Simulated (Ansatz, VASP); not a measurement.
Given: the input of a run of Ansatz 0.2.0 on Sn.

The input input.yaml:

```yaml
crystal:
  lattice:
    - [-1.9195843076, 1.9195843076, 1.9195843076]
    - [1.9195843076, -1.9195843076, 1.9195843076]
    - [1.9195843076, 1.9195843076, -1.9195843076]
  atoms:
    - { symbol: Sn, position: [0.0, 0.0, 0.0] }
kpoints:
  mp_grid: { grid: [10, 10, 10] }
scf:
  occupations: { method: fermi_dirac, width: 0.05 }
hamiltonian:
  xc: pbe
  pseudopotentials: { kind: all_electron, lapw: { basis_error: 0.0005 } }
output:
  forces: true
  stress: true
  eigenvalues: true
```

Potentials or basis: all-electron LAPW, scalar-relativistic.

Launch:

```console
$ ansatz run input.yaml --threads 1 --pin off --max-ram 3072MiB --backend cpu --events-out ev --progress --plain --runs-dir out
```

Task: Set up the same calculation for VASP 6.6.1. Potentials there: VASP PAW PBE potentials, release 64 (Sn_d).

Result: As run (the cutoff follows the program's own potentials):

File INCAR:

```
ALGO = Fast ; EDIFF = 1E-6
ENCUT = 520 ; GGA = PE
ISIF = 2 ; ISMEAR = -1
LASPH = True ; LCHARG = False
LREAL = False ; LWAVE = False
NBANDS = 13 ; NELM = 100
PREC = Accurate ; SIGMA = 0.05
```

Contents of KPOINTS:

```
k-points
0
Gamma
  10 10 10
```

POSCAR

```
Sn
1.0
   -1.9195843076      1.9195843076      1.9195843076
    1.9195843076     -1.9195843076      1.9195843076
    1.9195843076      1.9195843076     -1.9195843076
Sn
1
Direct
    0.0000000000      0.0000000000      0.0000000000
```

Potentials or basis: VASP PAW PBE potentials, release 64 (Sn_d).

The run is started by

```sh
$ cat potpaw_PBE.64/Sn_d/POTCAR > POTCAR
$ mpirun -np 1 vasp_std > vasp.out
```

Both were run:

|  | VASP | Ansatz | Ansatz less VASP |
| --- | --- | --- | --- |
| gap on the k mesh at the Fermi level (eV) | none | none | - |
| pressure (GPa) | -1.0 | -1.0 | -0.01 |

A gap of «none» marks a metal or a gap that the smearing closes. Ansatz ran all-electron here, and VASP with PAW potentials.
